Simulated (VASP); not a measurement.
Runs of VASP 6.6.1 on Ge. The structure is that of space group P6/mmm (No. 191), or close to it. The cells are those of the table. 

```tsv
task	cell	k mesh	cutoff (eV)	gap on the mesh (eV)	pressure (GPa)	relaxed volume (Å³/atom)
relaxation of cell and atoms	relaxed from a = 3.010, b = 3.010, c = 2.526 Å, angles 90.0, 90.0, 120.0°, 1 atom	6 × 6 × 6	600	none	0.0	(a)
single point	a = 2.879, b = 2.879, c = 2.693 Å, angles 90.0, 90.0, 120.0°, 1 atom	24 × 24 × 20	520	none	0.0	-
relaxation of cell and atoms	relaxed from a = 2.641, b = 2.641, c = 3.920 Å, angles 90.0, 90.0, 119.0°, 1 atom	8 × 8 × 4	600	none	0.0	19.83
single point	a = 3.010, b = 3.010, c = 2.526 Å, angles 90.0, 90.0, 120.0°, 1 atom	8 × 8 × 4	520	none	-0.1	-
single point	a = 2.641, b = 2.641, c = 3.920 Å, angles 90.0, 90.0, 119.0°, 1 atom	8 × 8 × 4	520	none	7.0	-
relaxation of cell and atoms	relaxed from a = 2.849, b = 2.849, c = 2.803 Å, angles 90.0, 90.0, 120.0°, 1 atom	24 × 24 × 20	600	none	0.0	19.33
single point	a = 2.849, b = 2.849, c = 2.803 Å, angles 90.0, 90.0, 120.0°, 1 atom	6 × 6 × 6	520	none	-0.1	-
```

Alike in all rows: level PBE; potentials or basis VASP PAW PBE potentials, release 64 (Ge_d); no spin polarisation; smearing gaussian 0.1 eV.

Problem. Fill in the values left out.

Solution. (a) 19.71.

Caveats: some runs use coarse meshes; the volume moved by over 15 % at a fixed basis, so the end points are rough (some runs).

A k mesh can miss the band edges, and the runs leave out spin-orbit coupling on Ge.

A gap of «none» marks levels without a gap at the run's occupations.
